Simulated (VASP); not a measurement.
# H4C in VASP: further runs

Runs on H4C. Level: PBE+D3(BJ). Tasks: single point.

All numbers are computed with VASP 6.6.1; they aren't measurements. Logs are shortened: lines on timing, memory, paths and dates and some standing lists are left out, and cuts for length are marked.

## (1) The cell of the first run

The cell holds an amorphous packing of atoms, 40 atoms: a = 7.683 Å, b = 7.683 Å, c = 7.683 Å, α = 90.00°, β = 90.00°, γ = 90.00°.

## (2) Single point, PBE+D3(BJ)

The input, INCAR:

```
  ALGO = Normal
  EDIFF = 1E-6
  ENCUT = 520
  GGA = PE
  GGA_COMPAT = False
  ISIF = 2
  ISMEAR = -1
  IVDW = 12
  LASPH = True
  LCHARG = True
  LELF = True
  LREAL = Auto
  LVHAR = True
  LWAVE = False
  NBANDS = 58
  NELM = 120
  PREC = Accurate
  SIGMA = 0.05
```

The input, KPOINTS:

```
k-points
0
Gamma
  1 1 1
```

The input, POSCAR:

```
H4C
1.0
    7.6834750000      0.0000000000      0.0000000000
    0.0000000000      7.6834750000      0.0000000000
    0.0000000000      0.0000000000      7.6834750000
C H
8 32
Direct
    0.0064293825      0.7748837603      0.6475585591
    1.0268921289      0.4597789412      0.3036256381
    0.2460865689      0.8663397746      0.0362726501
    0.5865835446      0.1988423207      0.2908840076
    0.1074253512      0.1130738370      0.4445905010
    0.2451234630      0.3547483398      0.8277895093
    0.7066984665      0.6723910730      0.0308714481
    0.5316344493      0.9110721386      0.6550681820
    0.1161974237      0.7062819883      0.6008479236
   -0.0201731638      0.7213663089      0.7761982697
   -0.1121758059      0.7595651707      0.5730480024
    0.0317824942      0.9177748350      0.6311857590
    1.0592472807      0.4096323604      0.1746735689
    1.1458226909      0.4903250157      0.3749215036
    0.9576656396      0.3780971501      0.3853725040
    0.9530583492      0.5781368456      0.2836997582
    0.2897517074      0.9032761869      0.1670468115
    0.1088439801      0.8563052525      0.0469188746
    0.2983155408      0.7366979134     -0.0153576344
    0.2840121169      0.9671144892     -0.0446022145
    0.6595583379      0.3124888153      0.2856780298
    0.6156849603      0.0942932722      0.3912682738
    0.6134073450      0.1333641354      0.1608516980
    0.4543647243      0.2194840225      0.3240200560
    0.1452207497      0.1501794435      0.3154822525
    0.1774978119      0.2128854457      0.5340422140
    0.1848642704      0.0013275243      0.4818913317
   -0.0432356453      0.1005014007      0.4714663612
    0.2771011814      0.4002616004      0.9598781801
    0.1107181321      0.3818975138      0.7929094583
    0.2807844107      0.2155665243      0.8281148829
    0.3132046372      0.4275539388      0.7297349181
    0.6794581879      0.5291746248      0.0616778216
    0.7013623393      0.7343552234      0.1557107949
    0.6133943300      0.7124250421     -0.0673002775
    0.8410257078      0.6741871354     -0.0116744051
    0.5687010109      0.8621099177      0.5203244626
    0.6148650188      0.8322666502      0.7411750543
    0.4023179616      0.8615893199      0.6578924250
    0.5679070993      1.0475728756      0.6692024117
```

Potentials or basis: VASP PAW PBE potentials, release 64 (C, H).

Run with:

```console
$ cat potpaw_PBE.64/C/POTCAR potpaw_PBE.64/H/POTCAR > POTCAR
$ mpirun -np 1 vasp_gam > vasp.out
```

OUTCAR:

```text
EDIFF = 1E-6
   ENCUT = 520
   GGA = PE
   ISIF = 2
   ISMEAR = -1
   IVDW = 12
   LASPH = True
   LREAL = Auto
   NELM = 120
   PREC = Accurate
 IVDW          = 12

 ion  position               nearest neighbor table
   1  0.006  0.775  0.648-   9 1.06  11 1.08  10 1.09  12 1.12
   2  0.027  0.460  0.304-  15 1.04  16 1.08  14 1.09  13 1.09
   3  0.246  0.866  0.036-  20 1.03  18 1.06  17 1.10  19 1.14
   4  0.587  0.199  0.291-  21 1.04  24 1.06  22 1.14  23 1.14
   5  0.107  0.113  0.445-  25 1.07  27 1.08  26 1.16  28 1.18
   6  0.245  0.355  0.828-  32 1.07  30 1.09  29 1.10  31 1.10
   7  0.707  0.672  0.031-  34 1.07  36 1.08  35 1.09  33 1.14
   8  0.532  0.911  0.655-  39 1.06  40 1.09  38 1.10  37 1.14
   9  0.116  0.706  0.601-   1 1.06
  10  0.980  0.721  0.776-   1 1.09
  11  0.888  0.760  0.573-   1 1.08
  12  0.032  0.918  0.631-   1 1.12
  13  0.059  0.410  0.175-   2 1.09
  14  0.146  0.490  0.375-   2 1.09
[... 24 lines left out ...]
  39  0.402  0.862  0.658-   8 1.06
  40  0.568  0.048  0.669-   8 1.09

  LATTYP: Found a simple cubic cell.
 ALAT       =     7.6834750000

  Lattice vectors:

 A1 = (   7.6834750000,   0.0000000000,   0.0000000000)
 A2 = (   0.0000000000,   7.6834750000,   0.0000000000)
 A3 = (   0.0000000000,   0.0000000000,   7.6834750000)

Analysis of symmetry for initial positions (statically):
=====================================================================
 Subroutine PRICEL returns:
 Original cell was already a primitive cell.

 Routine SETGRP: Setting up the symmetry group for a
 simple cubic supercell.

 Subroutine GETGRP returns: Found  1 space group operations
 (whereof  1 operations were pure point group operations)
 out of a pool of 48 trial point group operations.

The static configuration has the point symmetry C_1 .

Analysis of symmetry for dynamics (positions and initial velocities):
=====================================================================
 Subroutine PRICEL returns:
 Original cell was already a primitive cell.

 Routine SETGRP: Setting up the symmetry group for a
 simple cubic supercell.

 Subroutine GETGRP returns: Found  1 space group operations
 (whereof  1 operations were pure point group operations)
 out of a pool of 48 trial point group operations.

The dynamic configuration has the point symmetry C_1 .

 Subroutine INISYM returns: Found  1 space group operations
 (whereof  1 operations are pure point group operations),
 and found     1 'primitive' translations

----------------------------------------------------------------------------------------

                                     Primitive cell

  volume of cell :     453.6000

  direct lattice vectors                    reciprocal lattice vectors
     7.683475000  0.000000000  0.000000000     0.130149444  0.000000000  0.000000000
     0.000000000  7.683475000  0.000000000     0.000000000  0.130149444  0.000000000
     0.000000000  0.000000000  7.683475000     0.000000000  0.000000000  0.130149444

  length of vectors
     7.683475000  7.683475000  7.683475000     0.130149444  0.130149444  0.130149444

  position of ions in fractional coordinates (direct lattice)
     0.006429383  0.774883760  0.647558559
     0.026892129  0.459778941  0.303625638
     0.246086569  0.866339775  0.036272650
     0.586583545  0.198842321  0.290884008
     0.107425351  0.113073837  0.444590501
     0.245123463  0.354748340  0.827789509
[... 32 lines left out ...]
     0.402317962  0.861589320  0.657892425
     0.567907099  0.047572876  0.669202412

  ion indices of the primitive-cell ions
   primitive index   ion index
                 1           1
                 2           2
                 3           3
                 4           4
                 5           5
                 6           6
[... 32 lines left out ...]
                39          39
                40          40

----------------------------------------------------------------------------------------

 KPOINTS: k-points

Automatic generation of k-mesh.
 Grid dimensions read from file:
 generate k-points for:    1    1    1

 Generating k-lattice:

  Cartesian coordinates                     Fractional coordinates (reciprocal lattice)
     0.130149444  0.000000000  0.000000000     1.000000000  0.000000000  0.000000000
     0.000000000  0.130149444  0.000000000     0.000000000  1.000000000  0.000000000
     0.000000000  0.000000000  0.130149444     0.000000000  0.000000000  1.000000000

  Length of vectors
     0.130149444  0.130149444  0.130149444

  Shift w.r.t. Gamma in fractional coordinates (k-lattice)
     0.000000000  0.000000000  0.000000000

 Subroutine IBZKPT returns following result:
 ===========================================

 Found      1 irreducible k-points:

 Following reciprocal coordinates:
            Coordinates               Weight
  0.000000  0.000000  0.000000      1.000000
   k-points           NKPTS =      1   k-points in BZ     NKDIM =      1   number of bands    NBANDS=     58
   number of dos      NEDOS =    301   number of ions     NIONS =     40
   total plane-waves  NPLWV = 216000
   dimension x,y,z NGX =    60 NGY =   60 NGZ =   60
   dimension x,y,z NGXF=   120 NGYF=  120 NGZF=  120
   ions per type =               8  32
   NGX,Y,Z   is equivalent  to a cutoff of  12.98, 12.98, 12.98 a.u.
   NGXF,Y,Z  is equivalent  to a cutoff of  25.96, 25.96, 25.96 a.u.
 SYSTEM =  unknown system
   PREC   = accura    normal or accurate (medium, high low for compatibility)
   ISTART =      0    job   : 0-new  1-cont  2-samecut
   ICHARG =      2    charge: 1-file 2-atom 10-const
   ISPIN  =      1    spin polarized calculation?
   LNONCOLLINEAR =      F non collinear calculations
   LSORBIT =      F    spin-orbit coupling
   LASPH  =      T    aspherical Exc in radial PAW
   ENCUT  =  520.0 eV  38.22 Ry    6.18 a.u.  14.29 14.29 14.29*2*pi/ulx,y,z
   NELM   =    120;   NELMIN=  2; NELMDL= -5     # of ELM steps
   EDIFF  = 0.1E-05   stopping-criterion for ELM
   LREAL  =      T    real-space projection
   EDIFFG = 0.1E-04   stopping-criterion for IOM
   NSW    =      0    number of steps for IOM
   IBRION =     -1    ionic relax: 0-MD 1-quasi-New 2-CG
   NFREE  =      0    steps in history (QN), initial steepest desc. (CG)
   ISIF   =      2    stress and relaxation
   ISYM   =      2    0-nonsym 1-usesym 2-fastsym
   POTIM  = 0.5000    time-step for ionic-motion
   TEBEG  =    0.0;   TEEND  =   0.0 temperature during run
   PSTRESS=    0.0 pullay stress
   NELECT =      64.0000    total number of electrons
   NUPDOWN=      -1.0000    fix difference up-down
   EMIN   =  10.00;   EMAX   =-10.00  energy-range for DOS
   EFERMI =   0.00;   METHOD = LEGACY
   ISMEAR =    -1;   SIGMA  =   0.05  broadening in eV -4-tet -1-fermi 0-gaus
   EFERMI_NEDOS =   21; number of points for ismear=-14 and -15
   IALGO  =     38    algorithm
   IMIX   =      4    mixing-type and parameters
     AMIX     =   0.40;   BMIX     =  1.00
     AMIX_MAG =   1.60;   BMIX_MAG =  1.00
  volume/ion in A,a.u.               =      11.34        76.53
  Fermi-wavevector in a.u.,A,eV,Ry     =   0.852270  1.610557  9.882781  0.726364
  Thomas-Fermi vector in A             =   1.968532
   LORBIT       =      0    0 simple, 1 ext, 2 COOP (PROOUT), +10 PAW based schemes
   GGA     = PE    functional components
   LHFCALC =     F    Hartree Fock is set to
   AEXX    =    0.0000 exact exchange contribution
   IVDW    =    12    specifies the selected vdW correction
   LEPSILON=     F    determine dielectric tensor
   LRPA    =     F    only Hartree local field effects (RPA)
 non-spin polarized calculation
  energy-cutoff  :      520.00
  volume of cell :      453.60
 maximum number of plane-waves:      6099
 NGX is ok and might be reduce to    60
   NGX = 29   NGY = 29   NGZ = 29

 number of electron      64.0000003 magnetization

 Free energy of the ion-electron system (eV)
  ---------------------------------------------------
  ext. energy  EPLUGINS =         0.00000000
  ---------------------------------------------------
  free energy    TOTEN  =      -190.00849288 eV

  energy without entropy =     -190.00849288  energy(sigma->0) =     -190.00849288

 E-fermi :  -4.3933     XC(G=0):  -5.7975

 val. band max:       -5.6136607934   @ k =   0.0000   0.0000   0.0000
 cond. band min:       0.8464629741   @ k =   0.0000   0.0000   0.0000
 fundamental gap:      6.4601237675
 Fermi energy:        -4.3933356249

 k-point     1 :       0.0000    0.0000    0.0000
  band No.  band energies     occupation
      1     -15.2962      2.00000
      2     -14.9902      2.00000
      3     -14.8592      2.00000
      4     -14.7744      2.00000
      5     -14.7489      2.00000
      6     -14.6865      2.00000
[... 36 lines left out ...]
     43       4.2358      0.00000
     44       4.4358      0.00000
 [bands above 44 left out]

------------------------ aborting loop because EDIFF is reached ----------------------------------------

 Edisp (eV)   -1.19242

 E8    (eV) :    -0.2504

  FORCE on cell =-STRESS in cart. coord.  units (eV):
  Direction    XX          YY          ZZ          XY          YZ          ZX
  --------------------------------------------------------------------------------------
  -------------------------------------------------------------------------------------
  Total       4.37039     3.08522     2.67165     1.00290    -3.20705    -1.75628
  in kB      15.43683    10.89742     9.43663     3.54237   -11.32772    -6.20343
  external pressure =       11.92 kB  Pullay stress =        0.00 kB

 VOLUME and BASIS-vectors are now :
 -----------------------------------------------------------------------------
  energy-cutoff  :      520.00
  volume of cell :      453.60
      direct lattice vectors                 reciprocal lattice vectors
     7.683475000  0.000000000  0.000000000     0.130149444  0.000000000  0.000000000
     0.000000000  7.683475000  0.000000000     0.000000000  0.130149444  0.000000000
     0.000000000  0.000000000  7.683475000     0.000000000  0.000000000  0.130149444

 POSITION                                       TOTAL-FORCE (eV/Angst)
 -----------------------------------------------------------------------------------
      0.04940      5.95380      4.97550        -0.840667      1.313470      0.416323
      0.20663      3.53270      2.33290         1.077962      1.745874     -1.047129
      1.89080      6.65650      0.27870         0.729717     -2.361042      1.100423
      4.50700      1.52780      2.23500         0.270987     -3.692723     -0.502675
      0.82540      0.86880      3.41600         0.056611      1.128409      2.069105
      1.88340      2.72570      6.36030         0.090014     -0.337335      0.667038
[... 32 lines left out ...]
      3.09120      6.62000      5.05490        -1.237161      0.531422      0.743389
      4.36350      0.36553      5.14180        -0.685830      0.112393      0.044692
 -----------------------------------------------------------------------------------
    total drift:                               -0.003688      0.009749     -0.007377

  FREE ENERGIE OF THE ION-ELECTRON SYSTEM (eV)
  ---------------------------------------------------
  free  energy   TOTEN  =      -191.2009145438 eV

  energy  without entropy=     -191.2009145437  energy(sigma->0) =     -191.20091454
```

Run time: 100 s. Hardware: 1 thread of AMD EPYC 7R13, shared host; peak memory 0.42 GiB.

Results:

- Free energy: -191.2009 eV
- Pressure: 1.2 GPa
- Largest force: 3.737 eV/Å
- Band gap on the k mesh: 6.46 eV
- Dispersion energy per atom: -0.030 eV

Forces in eV/Å, atoms in the order of the input:
```
C   -0.841  1.313  0.416
C    1.078  1.746 -1.047
C    0.730 -2.361  1.100
C    0.271 -3.693 -0.503
C    0.057  1.128  2.069
C    0.090 -0.337  0.667
C   -0.030 -2.629  0.389
C    1.941 -1.550 -1.615
H    0.816 -0.735 -0.915
H    0.037  0.581  0.339
H   -0.134 -0.632 -0.567
H   -0.099 -1.160  1.226
H   -0.092 -0.409  0.096
H    0.271  0.225 -0.133
H   -1.292 -1.484  0.826
H   -0.119  0.469  0.032
H    0.391 -0.517  0.030
H   -1.273  0.021 -0.206
H   -0.294  1.262  0.798
H    0.435  1.567 -1.577
H    1.238  1.651  0.695
H    0.744  1.206 -0.661
H   -0.841  0.408  0.838
H   -1.386  0.568 -0.567
H   -0.330  0.072 -0.796
H   -1.417 -0.712 -0.905
H   -0.299 -0.728 -0.307
H    2.402  0.239 -0.526
H   -0.130  0.313 -0.247
H   -0.527 -0.422  0.389
H   -0.317  0.311 -0.435
H    0.959  0.233 -0.325
H    0.134  1.094 -0.380
H   -0.394  0.816  0.503
H    0.003  0.324  0.199
H    0.237  0.197 -0.386
H    0.167  0.683  0.753
H   -0.261  0.296 -0.058
H   -1.237  0.531  0.743
H   -0.686  0.112  0.045
```

Caveat: the k points lie up to 0.82 Å⁻¹ apart.

## (3) Single point, PBE+D3(BJ)

The input, INCAR:

```
ALGO = Normal
EDIFF = 1E-6
ENCUT = 520
GGA = PE
GGA_COMPAT = F
ISIF = 2
ISMEAR = -1
IVDW = 12
LASPH = T
LCHARG = T
LELF = T
LREAL = Auto
LVHAR = T
LWAVE = F
NBANDS = 58
NELM = 120
PREC = Accurate
SIGMA = 0.05
```

KPOINTS is that of step 2.

The input, POSCAR:

```
H4C
1.0
    7.6834750000      0.0000000000      0.0000000000
    0.0000000000      7.6834750000      0.0000000000
    0.0000000000      0.0000000000      7.6834750000
C H
8 32
Direct
   -0.0073143988      0.7601248133      0.6542612555
    1.0205408360      0.4914963607      0.2665460615
    0.2672488685      0.8921484094      0.0130800191
    0.5325454954      0.1788643810      0.2829709214
    0.1222754027      0.0951782885      0.4327859465
    0.2493533199      0.3262716414      0.8424833815
    0.6575149916      0.6709724441      0.0973778141
    0.5238775424      0.9262475638      0.6503958170
    0.1076986650      0.8165055525      0.5856464686
    0.0033318258      0.6147869291      0.6649985846
   -0.1203231611      0.7823673533      0.5728527782
   -0.0320427931      0.8402187812      0.7731397577
    1.0103761644      0.4637745291      0.1307871764
    1.1430374928      0.4417141983      0.3173043447
    0.9158225933      0.4434712158      0.3603838107
    1.0413777620      0.6283745311      0.2966366130
    0.2612489791      0.7988703028      0.1265833493
    0.1359801392      0.9609063607      0.0252880370
    0.2837908629      0.8335551297     -0.1135033302
    0.3740885472      0.9763420848      0.0553004988
    0.6252509444      0.3005280814      0.2761510905
    0.5948610492      0.0967010370      0.3827434852
    0.5199860740      0.1263100355      0.1558409444
    0.4040749791      0.1976059010      0.3224452478
    0.0743804073      0.1931547900      0.3356163715
    0.1421362079      0.1842785979      0.5370616811
    0.2444466859      0.0391099080      0.3938842776
    0.0245461852      0.0097351784      0.4827893629
    0.3245016090      0.3532125763      0.9640169324
    0.1075164558      0.3067362099      0.8688516589
    0.2762812399      0.1984258425      0.7986360338
    0.2821770098      0.4291417620      0.7509883223
    0.5534735260      0.6041927643      0.1543962855
    0.7335352819      0.7508321430      0.1904086367
    0.6063922899      0.7659164636      0.0004425081
    0.7466673608      0.5767702765      0.0182209222
    0.5533043317      0.8395940639      0.5412264633
    0.5202854177      0.8129654876      0.7551010448
    0.3926608728      0.9787368346      0.6325783581
    0.6331380007      1.0039858267      0.6892584410
```

Potentials or basis: VASP PAW PBE potentials, release 64 (C, H).

Run with:

```console
$ cat potpaw_PBE.64/C/POTCAR potpaw_PBE.64/H/POTCAR > POTCAR
$ mpirun -np 1 vasp_gam > vasp.out
```

Wall time 2 min (1 thread of AMD EPYC 7R13, shared host); peak memory 0.42 GiB.

Results (log left out):

- Free energy: -191.2634 eV
- Pressure: 0.1 GPa
- Largest force: 3.932 eV/Å
- Band gap on the k mesh: 6.52 eV
- Dispersion energy per atom: -0.030 eV

Forces on the atoms (eV/Å):
```
C    0.303 -0.022 -0.091
C    0.073  0.202  2.501
C   -1.549  0.174  2.305
C    3.204  1.631  0.649
C   -0.707  1.793 -0.799
C   -0.623  0.380  1.396
C    2.340  0.773 -2.308
C   -0.447 -3.653  1.383
H   -0.482 -0.675  0.473
H    0.116  0.942  0.568
H   -0.329  0.089 -0.470
H    0.318 -0.937 -0.186
H   -0.430 -0.163 -0.658
H    0.300 -0.572 -0.101
H    0.642  0.270 -1.301
H   -0.502  0.547 -0.464
H    0.026 -0.042 -1.089
H    1.239 -0.266 -0.377
H    0.070 -0.262 -0.068
H   -0.169  0.230 -0.624
H   -1.714 -1.253  0.055
H   -0.087 -0.316 -0.634
H    0.565 -0.745 -0.951
H   -1.478  1.152  0.729
H    0.049 -1.263  0.013
H    0.690  0.568  1.161
H    0.101 -0.569 -0.110
H   -0.496 -0.544 -0.485
H   -0.553 -0.240 -0.372
H    0.461  0.965  0.078
H    1.052 -0.960 -0.684
H   -0.295 -0.031 -0.375
H   -1.236 -0.887  0.851
H   -0.114 -0.572 -0.106
H    0.042 -0.430  0.351
H   -1.030  1.122  1.214
H    0.267  0.515 -0.603
H   -0.264  1.787 -1.001
H    0.464  0.400  0.263
H    0.182  0.860 -0.131
```

Stress tensor (GPa, compression positive):
```
 0.02 -0.46  0.00
-0.46  0.03  0.35
 0.00  0.35  0.37
```

Levels at points of the mesh, in eV from the valence-band top:
```csv
k point,band 28,band 29,band 30,band 31,band 32,band 33,band 34,band 35,band 36,band 37
"(0.00, 0.00, 0.00)",-0.65,-0.44,-0.41,-0.33,0.00,6.52,8.37,8.60,8.91,9.12
```

Caveat: the k points lie up to 0.82 Å⁻¹ apart.

(Continued in part 2 of 2.)
